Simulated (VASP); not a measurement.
A run of VASP 6.6.1 is set up as follows.

The input POSCAR:

```
SnTe
1.0
    0.0000000000      3.5839840145      3.5839840145
    3.5839840145      0.0000000000      3.5839840145
    3.5839840145      3.5839840145      0.0000000000
Sn Te
1 1
Direct
    0.0000000000      0.0000000000      0.0000000000
    0.2500000000      0.2500000000      0.2500000000
```

Contents of INCAR.step1:

```
SYSTEM = SnTe
  PREC = Accurate
  ENCUT = 520
  ISMEAR = -1
  SIGMA = 0.02
  LREAL = .False.
  LASPH = .True.
  NELM = 60
  NBANDS = 17
  GGA = PE
  ALGO = Normal
  EDIFF = 1E-4
  LWAVE = .True.
  LCHARG = .False.
```

INCAR.step2

```
SYSTEM = SnTe
  PREC = Accurate
  ENCUT = 520
  EDIFF = 1E-6
  ISMEAR = -1
  SIGMA = 0.02
  LREAL = .False.
  LASPH = .True.
  NELM = 60
  ALGO = Normal
  ISIF = 2
  LWAVE = .False.
  LCHARG = .False.
  METAGGA = R2SCAN
  LMIXTAU = .True.
  NBANDS = 17
  ISTART = 1
```

KPOINTS

```
regular mesh
0
Gamma
  6 6 6
  0 0 0
```

Potentials or basis: VASP PAW PBE potentials, release 64 (Sn_d, Te).

Launch:

```console
$ cat potpaw_PBE.64/Sn_d/POTCAR potpaw_PBE.64/Te/POTCAR > POTCAR
$ cp INCAR.step1 INCAR
$ mpirun -np 1 vasp_std > vasp.out
$ cp INCAR.step2 INCAR
$ mpirun -np 1 vasp_std > vasp.out
```

Q: What does it give for the pressure?

A: 0.0 GPa.

Q: Estimate the band gap on the k mesh.

A: 0.29 eV (least direct gap 0.87 eV).

Caveat: the PAW data sets were made with another functional, which shifts forces and pressure a little; spin-orbit coupling is left out, which moves the levels of the heavy elements. A k mesh can miss the band edges.
